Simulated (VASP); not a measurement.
A run of VASP 6.6.1 is set up as follows.

Contents of POSCAR:

```
ZnSe
1.0
    0.0000000000      2.8329303775      2.8329303775
    2.8329303775      0.0000000000      2.8329303775
    2.8329303775      2.8329303775      0.0000000000
Zn Se
1 1
Direct
    0.0000000000      0.0000000000      0.0000000000
    0.7500000000      0.7500000000      0.7500000000
```

The input INCAR.step1:

```
SYSTEM = ZnSe
ALGO = Normal
EDIFF = 1E-4
ENCUT = 600
GGA = PE
ISMEAR = 0
LASPH = .TRUE.
LCHARG = .FALSE.
LREAL = .FALSE.
LWAVE = .TRUE.
NELM = 60
PREC = Accurate
SIGMA = 0.01
```

INCAR.step2

```
SYSTEM = ZnSe
ALGO = Normal
EDIFF = 1E-6
EDIFFG = -0.002
ENCUT = 600
IBRION = 2
ISIF = 3
ISMEAR = 0
ISTART = 1
LASPH = .TRUE.
LCHARG = .FALSE.
LMIXTAU = .TRUE.
LREAL = .FALSE.
LWAVE = .FALSE.
METAGGA = R2SCAN
NELM = 60
NSW = 100
PREC = Accurate
PSTRESS = 10.0
SIGMA = 0.01
```

File KPOINTS:

```
k-points
0
G
  8 8 8
  0 0 0
```

Potentials or basis: VASP PAW PBE potentials, release 64 (Zn, Se).

Run with:

```bash
$ cat potpaw_PBE.64/Zn/POTCAR potpaw_PBE.64/Se/POTCAR > POTCAR
$ cp INCAR.step1 INCAR
$ mpirun -np 1 vasp_std > vasp.out
$ cp INCAR.step2 INCAR
$ mpirun -np 1 vasp_std > vasp.out
```

Question: Estimate the relaxed volume.

Answer: 22.42 Å³/atom.

Question: What does it give for the relaxed cell?

Answer: a = 3.988 Å, b = 3.988 Å, c = 3.988 Å, α = 60.00°, β = 60.00°, γ = 60.00°.

Question: What does it give for the space group after relaxing (to 0.05 Å)?

Answer: F-43m (No. 216).

Final structure:
```yaml
crystal:
  lattice:
    - [0.00000, 2.81963, 2.81963]
    - [2.81963, 0.00000, 2.81963]
    - [2.81963, 2.81963, 0.00000]
  atoms:
    - { symbol: Zn, position: [0.00000, 0.00000, 0.00000] }
    - { symbol: Se, position: [0.75000, 0.75000, 0.75000] }
```

Caveat: the cell is relaxed towards a set pressure, so the enthalpy falls and the energy may rise; the PAW data sets were made with another functional, which shifts forces and pressure a little.
